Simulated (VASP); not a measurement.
Here is a VASP 6.6.1 calculation.

Contents of INCAR:

```
SYSTEM = Si
ALGO = Normal ; EDIFF = 1E-7
ENCUT = 520 ; GGA = PE
ISIF = 2 ; ISMEAR = -1
LASPH = .True. ; LCHARG = .False.
LREAL = .False. ; LWAVE = .False.
NBANDS = 16 ; NELM = 100
PREC = Accurate ; SIGMA = 0.05
```

KPOINTS

```
k-points
0
Gamma
  8 8 8
  0 0 0
```

POSCAR

```
Si
1.0
   -3.2575590318      3.2575590318      1.8831422881
    3.2575590318     -3.2575590318      1.8831422881
    3.2575590318      3.2575590318     -1.8831422881
Si
4
Direct
    0.8211989400      0.1788010600      0.0000000000
    0.1788010600      0.8211989400      0.0000000000
    0.8211989400      0.8211989400      0.6423978800
    0.1788010600      0.1788010600      0.3576021200
```

Potentials or basis: VASP PAW PBE potentials, release 64 (Si).

The run is started by

```bash
$ cat potpaw_PBE.64/Si/POTCAR > POTCAR
$ mpirun -np 1 vasp_std > vasp.out
```

(1) Estimate the largest force.

(2) Estimate the pressure.

Answers

(1) 0.086 eV/Å.

(2) 7.5 GPa.
